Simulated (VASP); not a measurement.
# Rh (P6_3/mmc) in VASP: further runs, part 2 of 2

VASP 6.6.1. The steps go on from the part before.

### 4 Single point, PBE

This run uses another cell than the first one, of 12.83 Å³/atom.

INCAR

```
SYSTEM = Rh
ALGO     = Fast           ! electronic algorithm
EDIFF    = 1E-7           ! SCF threshold, eV
ENCUT    = 520            ! plane-wave cutoff, eV
GGA      = PE             ! functional
ISIF     = 2              ! what is computed and relaxed
ISMEAR   = 0              ! smearing method
LASPH    = .TRUE.         ! aspherical terms in the spheres
LCHARG   = .FALSE.        ! write CHGCAR
LREAL    = .FALSE.        ! projectors in reciprocal space
LWAVE    = .FALSE.        ! write WAVECAR
NBANDS   = 38             ! bands
NELM     = 60             ! most SCF steps
PREC     = Accurate       ! precision mode
SIGMA    = 0.1            ! smearing width, eV
```

KPOINTS

```
k-points
0
G
  18 18 6
  0 0 0
```

POSCAR

```
Rh
1.0
    2.6282767745      0.0000000000      0.0000000000
   -1.3141383872      2.2761544549      0.0000000000
    0.0000000000      0.0000000000      8.5766464255
Rh
4
Direct
    0.0000000000      0.0000000000      0.0000000000
    0.3333333333      0.6666666667      0.2500000000
    0.0000000000      0.0000000000      0.5000000000
    0.6666666667      0.3333333333      0.7500000000
```

Potentials or basis: VASP PAW PBE potentials, release 64 (Rh_pv).

Run with:

```sh
cat potpaw_PBE.64/Rh_pv/POTCAR > POTCAR
mpirun -np 1 vasp_std > vasp.out
```

OUTCAR:

```text
SYSTEM = Rh
   EDIFF = 1E-7
   ENCUT = 520
   GGA = PE
   ISIF = 2
   ISMEAR = 0
   LASPH = .TRUE.
   LREAL = .FALSE.
   NELM = 60
   PREC = Accurate

 ion  position               nearest neighbor table
   1  0.000  0.000  0.000-   2 2.63   4 2.63   2 2.63   4 2.63   4 2.63   2 2.63
   2  0.333  0.667  0.250-   1 2.63   3 2.63   1 2.63   3 2.63   1 2.63   3 2.63
   3  0.000  0.000  0.500-   2 2.63   4 2.63   2 2.63   4 2.63   4 2.63   2 2.63
   4  0.667  0.333  0.750-   1 2.63   3 2.63   1 2.63   3 2.63   1 2.63   3 2.63

  LATTYP: Found a hexagonal cell.
 ALAT       =     2.6282767745
 C/A-ratio  =     3.2632204145

  Lattice vectors:

 A1 = (   2.6282767745,   0.0000000000,   0.0000000000)
 A2 = (  -1.3141383872,   2.2761544549,   0.0000000000)
 A3 = (   0.0000000000,   0.0000000000,   8.5766464255)

Analysis of symmetry for initial positions (statically):
=====================================================================
 Subroutine PRICEL returns:
 Original cell was already a primitive cell.

 Routine SETGRP: Setting up the symmetry group for a
[... 174 lines left out ...]
  energy without entropy =      -28.51811183  energy(sigma->0) =      -28.53128482

 E-fermi :  13.2564     XC(G=0): -14.4839

 val. band max:       13.2478967024   @ k =   0.2778   0.0556   0.3333
 cond. band min:      13.2594572968   @ k =   0.2778   0.1111   0.0000
 fundamental gap:      0.0115605944
 Fermi energy:        13.2564352678

 k-point     1 :       0.0000    0.0000    0.0000
  band No.  band energies     occupation
      1     -34.1993      2.00000
      2     -33.7496      2.00000
      3     -33.7384      2.00000
      4     -33.3979      2.00000
      5     -33.3979      2.00000
      6     -33.3466      2.00000
[... 973 lines left out ...]
     37      23.3903      0.00000
     38      23.4212      0.00000

 [... further k-points ...]

------------------------ aborting loop because EDIFF is reached ----------------------------------------

  FORCE on cell =-STRESS in cart. coord.  units (eV):
  Direction    XX          YY          ZZ          XY          YZ          ZX
  --------------------------------------------------------------------------------------
  -------------------------------------------------------------------------------------
  Total        9.6426570      9.6426570      9.6460885      0.0000000      0.0000000      0.0000000
  in kB      301.1043073    301.1043073    301.2114594      0.0000000      0.0000000      0.0000000
  external PRESSURE =     301.1400246 kB  Pullay stress =       0.0000000 kB

 VOLUME and BASIS-vectors are now :
 -----------------------------------------------------------------------------
  energy-cutoff  :      520.00
  volume of cell :       51.31
      direct lattice vectors                 reciprocal lattice vectors
     2.628276775  0.000000000  0.000000000     0.380477433  0.219668748  0.000000000
    -1.314138387  2.276154455  0.000000000     0.000000000  0.439337497  0.000000000
     0.000000000  0.000000000  8.576646425     0.000000000  0.000000000  0.116595689

 POSITION                                       TOTAL-FORCE (eV/Angst)
 -----------------------------------------------------------------------------------
      0.00000      0.00000      0.00000        -0.000000      0.000000      0.000000
     -0.00000      1.51744      2.14416         0.000000     -0.000000     -0.000000
      0.00000      0.00000      4.28832        -0.000000      0.000000      0.000000
      1.31414      0.75872      6.43248        -0.000000      0.000000      0.000000
 -----------------------------------------------------------------------------------
    total drift:                                0.000000     -0.000000      0.000000

  FREE ENERGIE OF THE ION-ELECTRON SYSTEM (eV)
  ---------------------------------------------------
  free  energy   TOTEN  =       -28.5444578025 eV

  energy  without entropy=      -28.5181118310  energy(sigma->0) =      -28.53128482
```

Run time: 2.4 min. Hardware: 1 thread of Intel Xeon 6975P-C (Granite Rapids), shared host; peak memory 0.3 GiB.

Results:

| Item | Value |
| --- | --- |
| Free energy | -28.5445 eV |
| Pressure | 30.1 GPa |
| Band gap on the k mesh | zero (bands 30 and 31 overlap by 2.24 eV) |

Caveat: the cell stands under pressure.

### 5 Single point, PBE

This run uses another cell than the first one, of 13.37 Å³/atom.

INCAR

```
PREC     = Accurate       # precision mode
ENCUT    = 520            # plane-wave cutoff, eV
EDIFF    = 1E-6           # SCF threshold, eV
ISMEAR   = 0              # smearing method
SIGMA    = 0.1            # smearing width, eV
LREAL    = F              # projectors in reciprocal space
LASPH    = T              # aspherical terms in the spheres
NELM     = 100            # most SCF steps
ALGO     = Fast           # electronic algorithm
ISIF     = 2              # what is computed and relaxed
LWAVE    = F              # write WAVECAR
LCHARG   = F              # write CHGCAR
GGA      = PE             # functional
NBANDS   = 38             # bands
```

KPOINTS

```
regular mesh
0
Gamma
  18 18 6
```

POSCAR

```
Rh
1.0
    2.6647054622      0.0000000000      0.0000000000
   -1.3323527311      2.3077026239      0.0000000000
    0.0000000000      0.0000000000      8.6938523288
Rh
4
Direct
    0.0000000000      0.0000000000      0.0000000000
    0.3333333333      0.6666666667      0.2500000000
    0.0000000000      0.0000000000      0.5000000000
    0.6666666667      0.3333333333      0.7500000000
```

Run with:

```sh
cat potpaw_PBE.64/Rh_pv/POTCAR > POTCAR
mpirun -np 1 vasp_std > vasp.out
```

Run time: 2.7 min. Hardware: 1 thread of Intel Xeon 6975P-C (Granite Rapids), shared host; peak memory 0.32 GiB.

The run converged. Its results:

- Free energy: -28.8455 eV
- Pressure: 15.1 GPa
- Band gap on the k mesh: zero (bands 30 and 31 overlap by 2.09 eV)

Levels at points of the mesh, in eV from the Fermi level:
```csv
k point,band 27,band 28,band 29,band 30,band 31,band 32,band 33,band 34
"(0.00, 0.00, 0.00)",-2.76,-1.52,-1.52,-0.91,-0.91,-0.37,-0.37,0.44
"(0.50, 0.00, 0.00)",0.57,0.62,0.68,0.86,0.87,0.91,1.22,2.29
"(0.00, 0.00, 0.50)",-1.20,-1.20,-1.20,-1.20,-1.18,-1.18,0.07,0.07
"(0.50, 0.00, 0.50)",-0.12,-0.12,0.60,0.60,0.84,0.84,2.94,2.94
```

Caveat: the cell stands under pressure.

### 6 Single point, PBE

This run uses another cell than the first one, of 13.67 Å³/atom.

INCAR

```
PREC = Accurate
ENCUT = 520
EDIFF = 1E-6
ISMEAR = 0
SIGMA = 0.1
LREAL = False
LASPH = True
NELM = 80
ALGO = Fast
ISIF = 2
LWAVE = False
LCHARG = False
GGA = PE
NBANDS = 38
```

KPOINTS

```
Automatic mesh
0
Gamma
  18 18 6
```

POSCAR

```
Rh
1.0
    2.6847526233      0.0000000000      0.0000000000
   -1.3423763117      2.3250639747      0.0000000000
    0.0000000000      0.0000000000      8.7583670201
Rh
4
Direct
    0.0000000000      0.0000000000      0.0000000000
    0.3333333333      0.6666666667      0.2500000000
    0.0000000000      0.0000000000      0.5000000000
    0.6666666667      0.3333333333      0.7500000000
```

Potentials or basis: VASP PAW PBE potentials, release 64 (Rh_pv).

Run with:

```sh
cat potpaw_PBE.64/Rh_pv/POTCAR > POTCAR
mpirun -np 1 vasp_std > vasp.out
```

OUTCAR:

```text
PREC = Accurate
   ENCUT = 520
   EDIFF = 1E-6
   ISMEAR = 0
   LREAL = False
   LASPH = True
   NELM = 80
   ISIF = 2
   GGA = PE

 ion  position               nearest neighbor table
   1  0.000  0.000  0.000-   2 2.68   4 2.68   4 2.68   2 2.68   4 2.68   2 2.68
   2  0.333  0.667  0.250-   1 2.68   3 2.68   1 2.68   3 2.68   1 2.68   3 2.68
   3  0.000  0.000  0.500-   2 2.68   4 2.68   4 2.68   2 2.68   4 2.68   2 2.68
   4  0.667  0.333  0.750-   1 2.68   3 2.68   1 2.68   3 2.68   1 2.68   3 2.68

  LATTYP: Found a hexagonal cell.
 ALAT       =     2.6847526233
 C/A-ratio  =     3.2622622077

  Lattice vectors:

 A1 = (   2.6847526233,   0.0000000000,   0.0000000000)
 A2 = (  -1.3423763117,   2.3250639747,   0.0000000000)
 A3 = (   0.0000000000,   0.0000000000,   8.7583670201)

Analysis of symmetry for initial positions (statically):
=====================================================================
 Subroutine PRICEL returns:
 Original cell was already a primitive cell.

 Routine SETGRP: Setting up the symmetry group for a
 hexagonal supercell.

[... 172 lines left out ...]
  energy without entropy =      -28.90413609  energy(sigma->0) =      -28.91854832

 E-fermi :  12.0416     XC(G=0): -14.0693

 val. band max:       12.0351257690   @ k =   0.2778   0.0556   0.3333
 cond. band min:      12.0449217070   @ k =   0.2778   0.1111   0.0000
 fundamental gap:      0.0097959381
 Fermi energy:        12.0416322750

 k-point     1 :       0.0000    0.0000    0.0000
  band No.  band energies     occupation
      1     -35.1193      2.00000
      2     -34.7565      2.00000
      3     -34.7469      2.00000
      4     -34.4756      2.00000
      5     -34.4756      2.00000
      6     -34.4346      2.00000
[... 973 lines left out ...]
     37      21.5620      0.00000
     38      21.6059      0.00000

 [... further k-points ...]

------------------------ aborting loop because EDIFF is reached ----------------------------------------

  FORCE on cell =-STRESS in cart. coord.  units (eV):
  Direction    XX          YY          ZZ          XY          YZ          ZX
  --------------------------------------------------------------------------------------
  -------------------------------------------------------------------------------------
  Total        2.7579312      2.7579312      2.7556952     -0.0000000      0.0000000     -0.0000000
  in kB       80.8223905     80.8223905     80.7568624     -0.0000000      0.0000000     -0.0000000
  external PRESSURE =      80.8005478 kB  Pullay stress =       0.0000000 kB

 VOLUME and BASIS-vectors are now :
 -----------------------------------------------------------------------------
  energy-cutoff  :      520.00
  volume of cell :       54.67
      direct lattice vectors                 reciprocal lattice vectors
     2.684752623  0.000000000  0.000000000     0.372473796  0.215047846  0.000000000
    -1.342376312  2.325063975  0.000000000     0.000000000  0.430095692  0.000000000
     0.000000000  0.000000000  8.758367020     0.000000000  0.000000000  0.114176535

 POSITION                                       TOTAL-FORCE (eV/Angst)
 -----------------------------------------------------------------------------------
      0.00000      0.00000      0.00000        -0.000000      0.000000     -0.000000
     -0.00000      1.55004      2.18959        -0.000000      0.000000     -0.000000
      0.00000      0.00000      4.37918        -0.000000      0.000000     -0.000000
      1.34238      0.77502      6.56878         0.000000      0.000000      0.000000
 -----------------------------------------------------------------------------------
    total drift:                                0.000000     -0.000000      0.000000

  FREE ENERGIE OF THE ION-ELECTRON SYSTEM (eV)
  ---------------------------------------------------
  free  energy   TOTEN  =       -28.9329605469 eV

  energy  without entropy=      -28.9041360868  energy(sigma->0) =      -28.91854832
```

OSZICAR:

```text
N       E                     dE             d eps       ncg     rms          rms(c)
DAV:   1     0.773998435612E+03    0.77400E+03   -0.36737E+04 11384   0.184E+03
DAV:   2    -0.561775442391E+01   -0.77962E+03   -0.75776E+03 11770   0.574E+02
DAV:   3    -0.306642074321E+02   -0.25046E+02   -0.24440E+02 12406   0.113E+02
DAV:   4    -0.309002421483E+02   -0.23603E+00   -0.23588E+00 12420   0.111E+01
DAV:   5    -0.309044012341E+02   -0.41591E-02   -0.41590E-02 12494   0.148E+00    0.207E+01
RMM:   6    -0.289999538988E+02    0.19044E+01   -0.54860E+00 11286   0.158E+01    0.745E+00
RMM:   7    -0.289780456099E+02    0.21908E-01   -0.51314E-01 11546   0.384E+00    0.337E+00
RMM:   8    -0.289798461717E+02   -0.18006E-02   -0.15046E-01 11661   0.233E+00    0.274E+00
RMM:   9    -0.289355442393E+02    0.44302E-01   -0.63379E-02 11505   0.183E+00    0.746E-01
RMM:  10    -0.289329720314E+02    0.25722E-02   -0.59589E-03 11979   0.545E-01    0.716E-02
RMM:  11    -0.289329644739E+02    0.75575E-05   -0.50533E-04 12020   0.152E-01    0.371E-02
RMM:  12    -0.289329620957E+02    0.23782E-05   -0.64427E-05 12228   0.723E-02    0.972E-03
RMM:  13    -0.289329586491E+02    0.34466E-05   -0.21185E-05 12541   0.388E-02    0.718E-03
RMM:  14    -0.289329607206E+02   -0.20715E-05   -0.71845E-06 11530   0.246E-02    0.162E-03
RMM:  15    -0.289329605469E+02    0.17374E-06   -0.23070E-06  6813   0.124E-02
   1 F= -.28932961E+02 E0= -.28918548E+02  d E =-.288245E-01
```

Run time: 2.4 min. Hardware: 1 thread of Intel Xeon 6975P-C (Granite Rapids), shared host; peak memory 0.32 GiB.

What came out:

```
Free energy            : -28.9330 eV
Pressure               : 8.1 GPa
Band gap on the k mesh : zero (bands 30 and 31 overlap by 2.01 eV)
```

Levels at points of the mesh, in eV from the Fermi level:
| k point | band 26 | band 27 | band 28 | band 29 | band 30 | band 31 | band 32 | band 33 | band 34 | band 35 |
| --- | --- | --- | --- | --- | --- | --- | --- | --- | --- | --- |
| (0.00, 0.00, 0.00) | -2.66 | -2.66 | -1.47 | -1.47 | -0.88 | -0.88 | -0.36 | -0.36 | 0.42 | 0.42 |
| (0.50, 0.00, 0.00) | 0.54 | 0.55 | 0.60 | 0.65 | 0.82 | 0.83 | 0.87 | 1.23 | 2.28 | 4.34 |
| (0.00, 0.00, 0.50) | -2.89 | -1.16 | -1.16 | -1.16 | -1.16 | -1.14 | -1.14 | 0.07 | 0.07 | 0.07 |
| (0.50, 0.00, 0.50) | -1.01 | -0.12 | -0.12 | 0.58 | 0.58 | 0.80 | 0.80 | 2.88 | 2.88 | 4.28 |

Caveat: the cell stands under pressure.

### 7 The runs side by side

| level | cell | further INCAR settings | gap on the mesh (eV) | pressure (GPa) |
| --- | --- | --- | --- | --- |
| PBE | a = 2.572, b = 2.572, c = 8.397 Å, angles 90.0, 90.0, 120.0°, 4 atoms | ALGO = Fast; EDIFF = 1e-06; NBANDS = 38 | none | 60.2 |
| PBE+D4 | a = 2.572, b = 2.572, c = 8.397 Å, angles 90.0, 90.0, 120.0°, 4 atoms | ALGO = Fast; EDIFF = 1e-07; NBANDS = 38 | none | 48.9 |
| PBE | a = 2.628, b = 2.628, c = 8.577 Å, angles 90.0, 90.0, 120.0°, 4 atoms | ALGO = Fast; EDIFF = 1e-07; NBANDS = 38 | none | 30.1 |
| PBE | a = 2.665, b = 2.665, c = 8.694 Å, angles 90.0, 90.0, 120.0°, 4 atoms | ALGO = Fast; EDIFF = 1e-06; NBANDS = 38 | none | 15.1 |
| PBE | a = 2.685, b = 2.685, c = 8.758 Å, angles 90.0, 90.0, 120.0°, 4 atoms | ALGO = Fast; EDIFF = 1e-06; NBANDS = 38 | none | 8.1 |

Alike in all rows: task single point; potentials or basis VASP PAW PBE potentials, release 64 (Rh_pv); no spin polarisation; k mesh 18 × 18 × 6; cutoff (eV) 520; smearing gaussian 0.1 eV.

Caveats: the cell stands under pressure.

Absolute energies hang on the potentials; compare differences alone.
